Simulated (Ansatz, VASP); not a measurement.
# One calculation of NaLa, two programs

```
La Na
1.0
     3.64231    0.00000    0.00000
    -1.82116    3.15434    0.00000
     0.00000    0.00000    6.48378
La Na
1 1
Direct
  0.33333 0.66667 0.50000
  0.00000 0.00000 0.00000
```

Alike in both runs: task single point; functional PBE; k mesh 7 × 7 × 4; occupations fermi-dirac, width 0.05 eV; no spin polarisation.

```csv
,VASP,Ansatz
version,VASP 6.6.1,Ansatz 0.2.0
potentials or method,"VASP PAW PBE potentials, release 64 (La, Na_sv)",Ansatz PAW
plane-wave cutoff (eV),970,420
valence electrons in the cell,20,20
```

|  | VASP | Ansatz | Ansatz less VASP |
| --- | --- | --- | --- |
| gap on the k mesh at the Fermi level (eV) | none | none | - |
| pressure (GPa) | -0.8 | -0.6 | +0.25 |
| traceless stress, the component that is largest in VASP (GPa) | 0.61 | 0.64 | +0.024 |

A gap of «none» marks a metal or a gap that the smearing closes. The functional is the same, so the differences come from potentials, cutoffs and numerics.

Neither program's run includes spin-orbit coupling.
